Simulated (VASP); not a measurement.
# Ag (P6_3/mmc) in VASP: further runs

The runs below take Ag through single point, with PBEsol.

Everything below comes from runs of VASP 6.6.1. Logs are shortened: lines on timing, memory, paths and dates and some standing lists are left out, and cuts for length are marked.

### Step 1. The cell of the first run

It takes space group P6_3/mmc (No. 194, hexagonal). The conventional cell has a = 2.867 Å, b = 2.867 Å, c = 4.785 Å, α = 90.00°, β = 90.00°, γ = 120.00°. Ag (site symmetry -6m2) has 12 Ag at 2.87 to 2.91 Å within 3.8 Å.

This isn't the form of Ag at room conditions, which is fcc.

### Step 2. Single point, PBEsol (strain along c alone, the other axes held: +2.0 %)

Input file INCAR:

```
ALGO = Fast
EDIFF = 1E-6
ENCUT = 520
GGA = PS
ISIF = 2
ISMEAR = 0
LASPH = True
LCHARG = False
LREAL = False
LWAVE = False
NBANDS = 18
NELM = 60
PREC = Accurate
SIGMA = 0.1
```

Input file KPOINTS:

```
k-points
0
Gamma
  24 24 12
```

Input file POSCAR:

```
Ag
1.0
    2.8669917939      0.0000000000      0.0000000000
   -1.4334958970      2.4828877260      0.0000000000
    0.0000000000      0.0000000000      4.7846498853
Ag
2
Direct
    0.3333333333      0.6666666667      0.2500000000
    0.6666666667      0.3333333333      0.7500000000
```

Potentials or basis: VASP PAW PBE potentials, release 64 (Ag).

Command:

```bash
> cat potpaw_PBE.64/Ag/POTCAR > POTCAR
> mpirun -np 1 vasp_std > vasp.out
```

OUTCAR:

```text
EDIFF = 1E-6
   ENCUT = 520
   GGA = PS
   ISIF = 2
   ISMEAR = 0
   LASPH = True
   LREAL = False
   NELM = 60
   PREC = Accurate

 ion  position               nearest neighbor table
   1  0.333  0.667  0.250-   2 2.91   2 2.91   2 2.91   2 2.91   2 2.91   2 2.91
   2  0.667  0.333  0.750-   1 2.91   1 2.91   1 2.91   1 2.91   1 2.91   1 2.91

  LATTYP: Found a hexagonal cell.
 ALAT       =     2.8669917939
 C/A-ratio  =     1.6688746356

  Lattice vectors:

 A1 = (   2.8669917939,   0.0000000000,   0.0000000000)
 A2 = (  -1.4334958970,   2.4828877260,   0.0000000000)
 A3 = (   0.0000000000,   0.0000000000,   4.7846498853)

Analysis of symmetry for initial positions (statically):
=====================================================================
 Subroutine PRICEL returns:
 Original cell was already a primitive cell.

 Routine SETGRP: Setting up the symmetry group for a
 hexagonal supercell.

 Subroutine GETGRP returns: Found 24 space group operations
 (whereof 12 operations were pure point group operations)
 out of a pool of 24 trial point group operations.

The static configuration has the point symmetry D_3d.
 The point group associated with its full space group is D_6h.

Analysis of symmetry for dynamics (positions and initial velocities):
=====================================================================
 Subroutine PRICEL returns:
 Original cell was already a primitive cell.

 Routine SETGRP: Setting up the symmetry group for a
 hexagonal supercell.

 Subroutine GETGRP returns: Found 24 space group operations
 (whereof 12 operations were pure point group operations)
 out of a pool of 24 trial point group operations.

The dynamic configuration has the point symmetry D_3d.
 The point group associated with its full space group is D_6h.

 Subroutine INISYM returns: Found 24 space group operations
 (whereof 12 operations are pure point group operations),
 and found     1 'primitive' translations

----------------------------------------------------------------------------------------

                                     Primitive cell

  volume of cell :      34.0591

  direct lattice vectors                    reciprocal lattice vectors
     2.866991794  0.000000000  0.000000000     0.348797650  0.201378417  0.000000000
    -1.433495897  2.482887726  0.000000000     0.000000000  0.402756834  0.000000000
     0.000000000  0.000000000  4.784649885     0.000000000  0.000000000  0.209001708

  length of vectors
     2.866991794  2.866991794  4.784649885     0.402756834  0.402756834  0.209001708

  position of ions in fractional coordinates (direct lattice)
     0.333333333  0.666666667  0.250000000
     0.666666667  0.333333333  0.750000000

  ion indices of the primitive-cell ions
   primitive index   ion index
                 1           1
                 2           2

----------------------------------------------------------------------------------------

 KPOINTS: k-points

Automatic generation of k-mesh.
 Grid dimensions read from file:
 generate k-points for:   24   24   12

 Generating k-lattice:

  Cartesian coordinates                     Fractional coordinates (reciprocal lattice)
     0.014533235  0.008390767  0.000000000     0.041666667  0.000000000  0.000000000
     0.000000000  0.016781535  0.000000000     0.000000000  0.041666667  0.000000000
     0.000000000  0.000000000  0.017416809     0.000000000  0.000000000  0.083333333

  Length of vectors
     0.016781535  0.016781535  0.017416809

  Shift w.r.t. Gamma in fractional coordinates (k-lattice)
     0.000000000  0.000000000  0.000000000

 Subroutine IBZKPT returns following result:
 ===========================================

 Found    427 irreducible k-points:

 Following reciprocal coordinates:
            Coordinates               Weight
  0.000000  0.000000  0.000000      1.000000
  0.041667 -0.000000  0.000000      6.000000
  0.083333  0.000000  0.000000      6.000000
  0.125000 -0.000000  0.000000      6.000000
  0.166667  0.000000  0.000000      6.000000
  0.208333 -0.000000  0.000000      6.000000
[... 16 lines left out ...]
  0.416667  0.041667  0.000000     12.000000
  0.458333  0.041667  0.000000     12.000000
 [... further k-points ...]
   k-points           NKPTS =    427   k-points in BZ     NKDIM =    427   number of bands    NBANDS=     18
   number of dos      NEDOS =    301   number of ions     NIONS =      2
   total plane-waves  NPLWV =  20736
   dimension x,y,z NGX =    24 NGY =   24 NGZ =   36
   dimension x,y,z NGXF=    48 NGYF=   48 NGZF=   72
   ions per type =               2
   NGX,Y,Z   is equivalent  to a cutoff of  13.92, 13.92, 12.51 a.u.
   NGXF,Y,Z  is equivalent  to a cutoff of  27.83, 27.83, 25.02 a.u.
 SYSTEM =  unknown system
   PREC   = accura    normal or accurate (medium, high low for compatibility)
   ISTART =      0    job   : 0-new  1-cont  2-samecut
   ICHARG =      2    charge: 1-file 2-atom 10-const
   ISPIN  =      1    spin polarized calculation?
   LNONCOLLINEAR =      F non collinear calculations
   LSORBIT =      F    spin-orbit coupling
   LASPH  =      T    aspherical Exc in radial PAW
   ENCUT  =  520.0 eV  38.22 Ry    6.18 a.u.   5.33  5.33  8.90*2*pi/ulx,y,z
   NELM   =     60;   NELMIN=  2; NELMDL= -5     # of ELM steps
   EDIFF  = 0.1E-05   stopping-criterion for ELM
   LREAL  =      F    real-space projection
   EDIFFG = 0.1E-04   stopping-criterion for IOM
   NSW    =      0    number of steps for IOM
   IBRION =     -1    ionic relax: 0-MD 1-quasi-New 2-CG
   NFREE  =      0    steps in history (QN), initial steepest desc. (CG)
   ISIF   =      2    stress and relaxation
   ISYM   =      2    0-nonsym 1-usesym 2-fastsym
   POTIM  = 0.5000    time-step for ionic-motion
   TEBEG  =    0.0;   TEEND  =   0.0 temperature during run
   PSTRESS=    0.0 pullay stress
   NELECT =      22.0000    total number of electrons
   NUPDOWN=      -1.0000    fix difference up-down
   EMIN   =  10.00;   EMAX   =-10.00  energy-range for DOS
   EFERMI =   0.00;   METHOD = LEGACY
   ISMEAR =     0;   SIGMA  =   0.10  broadening in eV -4-tet -1-fermi 0-gaus
   EFERMI_NEDOS =   21; number of points for ismear=-14 and -15
   IALGO  =     68    algorithm
   IMIX   =      4    mixing-type and parameters
     AMIX     =   0.40;   BMIX     =  1.00
     AMIX_MAG =   1.60;   BMIX_MAG =  1.00
  volume/ion in A,a.u.               =      17.03       114.92
  Fermi-wavevector in a.u.,A,eV,Ry     =   1.415157  2.674258 27.247954  2.002668
  Thomas-Fermi vector in A             =   2.536624
   LORBIT       =      0    0 simple, 1 ext, 2 COOP (PROOUT), +10 PAW based schemes
   GGA     = PS    functional components
   LHFCALC =     F    Hartree Fock is set to
   AEXX    =    0.0000 exact exchange contribution
   IVDW    =     0    specifies the selected vdW correction
   LEPSILON=     F    determine dielectric tensor
   LRPA    =     F    only Hartree local field effects (RPA)
 non-spin polarized calculation
 RMM-DIIS sequential band-by-band and
 Gauss-broadening in eV      SIGMA  =   0.10
  energy-cutoff  :      520.00
  volume of cell :       34.06
 maximum number of plane-waves:       933
 NGX is ok and might be reduce to    24
   NGX = 11   NGY = 11   NGZ = 17

 number of electron      21.9999992 magnetization

 Free energy of the ion-electron system (eV)
  ---------------------------------------------------
  ext. energy  EPLUGINS =         0.00000000
  ---------------------------------------------------
  free energy    TOTEN  =        -6.60224643 eV

  energy without entropy =       -6.59926497  energy(sigma->0) =       -6.60075570

 E-fermi :   8.2780     XC(G=0): -12.4182

 val. band max:        8.2669222956   @ k =   0.4583   0.0417   0.1667
 cond. band min:       8.2826886537   @ k =   0.4583   0.0000   0.4167
 fundamental gap:      0.0157663581
 Fermi energy:         8.2780250470

 k-point     1 :       0.0000    0.0000    0.0000
  band No.  band energies     occupation
      1       0.4087      2.00000
      2       1.8259      2.00000
      3       3.3770      2.00000
      4       3.5587      2.00000
      5       3.5587      2.00000
      6       3.7813      2.00000
[... 10 lines left out ...]
     17      26.8436      0.00000
     18      26.8436      0.00000

 k-point     2 :       0.0417   -0.0000    0.0000
  band No.  band energies     occupation
      1       0.4583      2.00000
      2       1.8568      2.00000
      3       3.3606      2.00000
      4       3.5730      2.00000
      5       3.5855      2.00000
      6       3.7694      2.00000
[... 10 lines left out ...]
     17      26.3993      0.00000
     18      26.8412      0.00000

 k-point     3 :       0.0833    0.0000    0.0000
  band No.  band energies     occupation
      1       0.6047      2.00000
      2       1.9447      2.00000
      3       3.3122      2.00000
      4       3.6147      2.00000
      5       3.6647      2.00000
      6       3.7418      2.00000
[... 10 lines left out ...]
     17      25.6047      0.00000
     18      27.0484      0.00000

 k-point     4 :       0.1250   -0.0000    0.0000
  band No.  band energies     occupation
      1       0.8405      2.00000
      2       2.0749      2.00000
      3       3.2435      2.00000
      4       3.6339      2.00000
      5       3.7616      2.00000
      6       3.7930      2.00000
[... 375 lines left out ...]
      4       3.5877      2.00000
      5       3.8225      2.00000
      6       3.8551      2.00000
[... 10 lines left out ...]
     17      20.0371      0.00000
     18      24.3399      0.00000

 k-point    23 :       0.4167    0.0417    0.0000
  band No.  band energies     occupation
      1       1.9682      2.00000
      2       2.2754      2.00000
      3       2.3394      2.00000
      4       3.5569      2.00000
      5       3.7723      2.00000
      6       3.9262      2.00000
[... 10 lines left out ...]
     17      19.1996      0.00000
     18      24.1157      0.00000

 k-point    24 :       0.4583    0.0417    0.0000
  band No.  band energies     occupation
      1       1.9367      2.00000
      2       2.2633      2.00000
      3       2.2897      2.00000
      4       3.5416      2.00000
      5       3.7460      2.00000
      6       3.9639      2.00000
[... 10 lines left out ...]
     17      18.8632      0.00000
     18      24.0023      0.00000

 [... further k-points ...]

------------------------ aborting loop because EDIFF is reached ----------------------------------------

  FORCE on cell =-STRESS in cart. coord.  units (eV):
  Direction    XX          YY          ZZ          XY          YZ          ZX
  --------------------------------------------------------------------------------------
  -------------------------------------------------------------------------------------
  Total       -0.4111899     -0.4111899     -0.7719185      0.0000000      0.0000000      0.0000000
  in kB      -19.3427995    -19.3427995    -36.3118459      0.0000000      0.0000000      0.0000000
  external PRESSURE =     -24.9991483 kB  Pullay stress =       0.0000000 kB

 VOLUME and BASIS-vectors are now :
 -----------------------------------------------------------------------------
  energy-cutoff  :      520.00
  volume of cell :       34.06
      direct lattice vectors                 reciprocal lattice vectors
     2.866991794  0.000000000  0.000000000     0.348797650  0.201378417  0.000000000
    -1.433495897  2.482887726  0.000000000     0.000000000  0.402756834  0.000000000
     0.000000000  0.000000000  4.784649885     0.000000000  0.000000000  0.209001708

 POSITION                                       TOTAL-FORCE (eV/Angst)
 -----------------------------------------------------------------------------------
     -0.00000      1.65526      1.19616         0.000000      0.000000     -0.000000
      1.43350      0.82763      3.58849        -0.000000      0.000000      0.000000
 -----------------------------------------------------------------------------------
    total drift:                               -0.000000      0.000000     -0.000000

  FREE ENERGIE OF THE ION-ELECTRON SYSTEM (eV)
  ---------------------------------------------------
  free  energy   TOTEN  =        -6.6022464265 eV

  energy  without entropy=       -6.5992649667  energy(sigma->0) =       -6.60075570
```

It took 6.8 min on 1 thread of AMD EPYC, shared host; peak memory 0.29 GiB.

Results:

| Property | Result |
| --- | --- |
| Free energy | -6.6022 eV |
| Pressure | -2.5 GPa |
| Band gap on the k mesh | zero (bands 11 and 12 overlap by 7.54 eV) |

Stress tensor (GPa, compression positive):
```
-1.93  0.00  0.00
 0.00 -1.93  0.00
 0.00  0.00 -3.63
```

Levels at points of the mesh, in eV from the Fermi level:
```
           k point  band 8  band 9  band 10  band 11  band 12  band 13  band 14  band 15
(0.00, 0.00, 0.00)   -4.04   -4.04    -3.09    -3.09    -0.65     3.26    15.75    17.10
(0.50, 0.00, 0.00)   -2.94   -2.91    -2.78     0.11     1.59     6.70     6.99     9.21
(0.00, 0.00, 0.50)   -4.63   -3.41    -3.41    -3.41    -3.41    10.63    10.63    16.11
(0.50, 0.00, 0.50)   -3.15   -2.83    -2.83     0.70     0.70     4.60     4.60    13.71
```

Caveat: the cell differs from its parent crystal (strain along c alone, the other axes held: +2.0 %); the PAW data sets were made with another functional, which shifts forces and pressure a little.

### Step 3. Single point, PBEsol (strain along c alone, the other axes held: +3.0 %)

Input file INCAR:

```
SYSTEM = Ag
  PREC = Accurate
  ENCUT = 520
  EDIFF = 1E-6
  ISMEAR = 0
  SIGMA = 0.1
  LREAL = .False.
  LASPH = .True.
  NELM = 100
  ALGO = Fast
  ISIF = 2
  LWAVE = .False.
  LCHARG = .True.
  GGA = PS
  LELF = .True.
  LVHAR = .True.
  NBANDS = 18
```

Input file KPOINTS:

```
Automatic mesh
0
Gamma
  24 24 12
  0 0 0
```

Edit POSCAR of step 2 so:

```diff
@@ -4,3 +4,3 @@
    -1.4334958970      2.4828877260      0.0000000000
-    0.0000000000      0.0000000000      4.7846498853
+    0.0000000000      0.0000000000      4.8315582175
 Ag
```

Potentials or basis: VASP PAW PBE potentials, release 64 (Ag).

Command:

```bash
> cat potpaw_PBE.64/Ag/POTCAR > POTCAR
> mpirun -np 1 vasp_std > vasp.out
```

Run time: 6.6 min. Hardware: 1 thread of AMD EPYC, shared host; peak memory 0.29 GiB.

Results (log left out):

* Free energy: -6.5934 eV
* Pressure: -3.4 GPa
* Band gap on the k mesh: zero (bands 11 and 12 overlap by 7.54 eV)

Stress tensor (GPa, compression positive):
```
-2.54  0.00  0.00
 0.00 -2.54  0.00
 0.00  0.00 -5.13
```

Levels at points of the mesh, in eV from the Fermi level:
| k point | band 7 | band 8 | band 9 | band 10 | band 11 | band 12 | band 13 | band 14 | band 15 | band 16 |
| --- | --- | --- | --- | --- | --- | --- | --- | --- | --- | --- |
| (0.00, 0.00, 0.00) | -4.48 | -3.98 | -3.98 | -3.09 | -3.09 | -0.69 | 3.08 | 15.80 | 16.86 | 17.87 |
| (0.50, 0.00, 0.00) | -3.76 | -2.95 | -2.88 | -2.76 | 0.14 | 1.61 | 6.60 | 6.91 | 9.07 | 10.16 |
| (0.00, 0.00, 0.50) | -4.61 | -4.61 | -3.39 | -3.39 | -3.39 | -3.39 | 10.35 | 10.35 | 16.16 | 16.16 |
| (0.50, 0.00, 0.50) | -3.14 | -3.14 | -2.81 | -2.81 | 0.73 | 0.73 | 4.57 | 4.57 | 13.58 | 13.58 |

Caveat: the cell differs from its parent crystal (strain along c alone, the other axes held: +3.0 %); the cell stands under tension; the PAW data sets were made with another functional, which shifts forces and pressure a little.
